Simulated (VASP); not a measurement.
Here is a VASP 6.6.1 calculation.

INCAR

```
ALGO = Normal
EDIFF = 1E-6
ENCUT = 520
GGA = PE
ISIF = 2
ISMEAR = 0
LASPH = T
LCHARG = F
LREAL = F
LWAVE = F
NBANDS = 36
NELM = 80
PREC = Accurate
SIGMA = 0.194
```

File KPOINTS:

```
k-points
0
Gamma
  8 8 5
```

POSCAR

```
PbSeCl
1.0
    4.4515190000      0.0000000000      0.0000000000
    0.0000000000      4.4515190000      0.0000000000
    0.0000000000      0.0000000000      7.5453250000
Cl Se Pb
2 2 2
Direct
    0.0000000000      0.5000000000      0.6438932011
    0.5000000000      0.0000000000      0.3561067989
    0.0000000000      0.0000000000      0.0000000000
    0.5000000000      0.5000000000      0.0000000000
    0.0000000000      0.5000000000      0.2713259724
    0.5000000000      0.0000000000      0.7286740276
```

Potentials or basis: VASP PAW PBE potentials, release 64 (Cl, Se, Pb_d).

Command:

```bash
$ cat potpaw_PBE.64/Cl/POTCAR potpaw_PBE.64/Se/POTCAR potpaw_PBE.64/Pb_d/POTCAR > POTCAR
$ mpirun -np 1 vasp_std > vasp.out
```

Q: Predict the largest force.

A: 0.008 eV/Å.

Q: Predict the pressure.

A: 4.6 GPa.

Q: Predict the band gap on the k mesh.

A: Zero (bands 27 and 28 overlap by 2.67 eV).

Forces in eV/Å, atoms in the order of the input:
```
Cl   0.000  0.000 -0.001
Cl   0.000  0.000  0.001
Se   0.000  0.000  0.000
Se   0.000  0.000  0.000
Pb   0.000  0.000  0.008
Pb   0.000  0.000 -0.008
```

Caveat: the cell stands under pressure; spin-orbit coupling is left out, which moves the levels of the heavy elements.
